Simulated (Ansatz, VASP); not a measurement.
# Two plane-wave programs on Yb3Rh

The input INCAR:

```
  PREC = Accurate
  ENCUT = 600
  EDIFF = 1E-6
  ISMEAR = 0
  SIGMA = 0.1
  LREAL = F
  LASPH = T
  NELM = 100
  ALGO = Normal
  ISIF = 3
  LWAVE = F
  LCHARG = F
  GGA = PE
  IBRION = 2
  NSW = 100
  EDIFFG = -0.01
```

The input KPOINTS:

```
regular mesh
0
Gamma
  10 10 10
```

File POSCAR:

```
Yb3Rh
1.0
    4.6119394276      0.0000000000      0.0000000000
    0.0000000000      4.6119394276      0.0000000000
    0.0000000000      0.0000000000      4.6119394276
Yb Rh
3 1
Direct
    0.0000000000      0.5000000000      0.5000000000
    0.5000000000      0.0000000000      0.5000000000
    0.5000000000      0.5000000000      0.0000000000
    0.0000000000      0.0000000000      0.0000000000
```

Input for Ansatz:

```yaml
crystal:
  lattice:
    - [4.6119394276, 0.0, 0.0]
    - [0.0, 4.6119394276, 0.0]
    - [0.0, 0.0, 4.6119394276]
  atoms:
    - { symbol: Yb, position: [0.0, 0.5, 0.5] }
    - { symbol: Yb, position: [0.5, 0.0, 0.5] }
    - { symbol: Yb, position: [0.5, 0.5, 0.0] }
    - { symbol: Rh, position: [0.0, 0.0, 0.0] }
basis:
  ecutwfc: 420
kpoints:
  mp_grid: { grid: [10, 10, 10] }
hamiltonian:
  xc: pbe
scf:
  occupations: { method: gaussian, width: 0.1 }
output:
  forces: true
  stress: true
  eigenvalues: true
  write_density: true
  write_potential: true
  elf: true
  volumetric_format: npy
relax:
  adjacent_minimum: "off"
  f_tol: 0.01
  max_steps: 80
  cell: { stress_tol: 0.05 }
```

Change from the starting cell: species swapped into the SmTl3 type (Pm-3m, No. 221).

Alike in both runs: task relaxation of cell and atoms; functional PBE; k mesh 10 × 10 × 10; occupations gaussian, width 0.1 eV; no spin polarisation.

|  | VASP | Ansatz |
| --- | --- | --- |
| version | VASP 6.6.1 | Ansatz 0.2.0 |
| potentials or method | VASP PAW PBE potentials, release 64 (Yb, Rh_pv), cutoff 600 eV | scalar-relativistic, plane waves, PAW |
| valence electrons in the cell | 87 | 89 |

Ansatz gave:

| Property | Result |
| --- | --- |
| gap on the k mesh at the Fermi level, each at its own relaxed structure (eV) | none |
| relaxed volume (Å³/atom) | 24.68 |
| relaxed cell length with the largest relative difference (Å) | 4.622 |

**Question.** What did VASP give for the same quantities?

**Answer.** gap on the k mesh at the Fermi level, each at its own relaxed structure (eV): none; relaxed volume (Å³/atom): 24.69; relaxed cell length with the largest relative difference (Å): 4.622.

A gap of «none» marks a metal or a gap that the smearing closes. VASP's potentials hold 87 valence electrons a cell and Ansatz's 89, so a difference there can come from the potentials and not from the codes.

Neither program's run includes spin-orbit coupling.
